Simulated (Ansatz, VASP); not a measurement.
TePb: VASP beside Ansatz

Contents of POSCAR:

```
TePb
1.0
    4.6456710862      0.0000000000      0.0000000000
    0.0000000000      4.6456710862      0.0000000000
    0.0000000000      0.0000000000      6.5834752094
Pb Te
2 2
Direct
    0.0000000000      0.0000000000      0.0000000000
    0.5000000000      0.5000000000      0.5000000000
    0.5000000000      0.5000000000      0.0000000000
    0.0000000000      0.0000000000      0.5000000000
```

INCAR.step1

```
SYSTEM = TePb
PREC     = Accurate       ! precision mode
ENCUT    = 550            ! plane-wave cutoff, eV
ISMEAR   = 0              ! smearing method
SIGMA    = 0.02           ! smearing width, eV
LREAL    = .FALSE.        ! projectors in reciprocal space
LASPH    = .TRUE.         ! aspherical terms in the spheres
NELM     = 120            ! most SCF steps
NBANDS   = 28             ! bands
GGA      = PE             ! functional
ALGO     = Normal         ! electronic algorithm
EDIFF    = 1E-5           ! SCF threshold, eV
LWAVE    = .TRUE.         ! write WAVECAR
LCHARG   = .FALSE.        ! write CHGCAR
GGA_COMPAT= .FALSE.
```

INCAR.step2

```
SYSTEM = TePb
PREC     = Accurate       ! precision mode
ENCUT    = 550            ! plane-wave cutoff, eV
EDIFF    = 1E-6           ! SCF threshold, eV
ISMEAR   = 0              ! smearing method
SIGMA    = 0.02           ! smearing width, eV
LREAL    = .FALSE.        ! projectors in reciprocal space
LASPH    = .TRUE.         ! aspherical terms in the spheres
NELM     = 120            ! most SCF steps
ALGO     = Normal         ! electronic algorithm
ISIF     = 2              ! what is computed and relaxed
LWAVE    = .FALSE.        ! write WAVECAR
LCHARG   = .FALSE.        ! write CHGCAR
METAGGA  = R2SCAN         ! meta-GGA
LMIXTAU  = .TRUE.       
NBANDS   = 28             ! bands
ISTART   = 1            
GGA_COMPAT= .FALSE.
```

KPOINTS

```
Automatic mesh
0
G
  6 6 4
  0 0 0
```

Input for Ansatz:

```yaml
crystal:
  lattice:
    - [4.6456710862, 0.0, 0.0]
    - [0.0, 4.6456710862, 0.0]
    - [0.0, 0.0, 6.5834752094]
  atoms:
    - { symbol: Pb, position: [0.0, 0.0, 0.0] }
    - { symbol: Te, position: [0.5, 0.5, 0.0] }
    - { symbol: Pb, position: [0.5, 0.5, 0.5] }
    - { symbol: Te, position: [0.0, 0.0, 0.5] }
basis:
  ecutwfc: 500
kpoints:
  mp_grid: { grid: [6, 6, 4] }
  band_path:
    path:
      - [[0.0, 0.0, 0.0], [0.5, 0.5, 0.0], [0.5, 0.5, 0.5], [0.5, 0.0, 0.5], [0.0, 0.0, 0.0], [0.0, 0.0, 1.0], [0.25102456, 0.0, 1.0]]
      - [[0.74897544, 0.0, 0.0], [0.0, 0.0, 0.0]]
      - [[0.5, 0.5, 0.0], [0.74897544, 0.25102456, 0.0]]
      - [[0.25102456, 0.25102456, 1.0], [0.0, 0.0, 1.0]]
    npoints: 10
hamiltonian:
  xc: r2scan
  pseudopotentials: { kind: paw, azcp: { folder: soft_1 } }
scf:
  occupations: { method: gaussian, width: 0.02 }
  n_extra_bands: 8
output:
  forces: true
  stress: true
  eigenvalues: true
```

Alike in both runs: task single point; functional r2SCAN; k mesh 6 × 6 × 4; occupations gaussian, width 0.02 eV; no spin polarisation.

|  | VASP | Ansatz |
| --- | --- | --- |
| version | VASP 6.6.1 | Ansatz 0.2.0 |
| potentials or method | VASP PAW PBE potentials, release 64 (Pb_d, Te), cutoff 550 eV | scalar-relativistic, plane waves, PAW |
| valence electrons in the cell | 40 | 60 |

```tsv
	VASP	Ansatz	Ansatz less VASP
gap on the k mesh at the Fermi level (eV)	1.13	1.13	+0.004
least direct gap on the mesh (eV)	1.13	1.13	+0.004
pressure (GPa)	-0.7	-0.7	+0.03
```

VASP's potentials were made for PBE, not for r2SCAN. With one functional, cell and mesh, what is left measures potentials, basis and numerics. VASP's potentials hold 40 valence electrons a cell and Ansatz's 60, so a difference there can come from the potentials and not from the codes.

Spin-orbit coupling is off throughout.
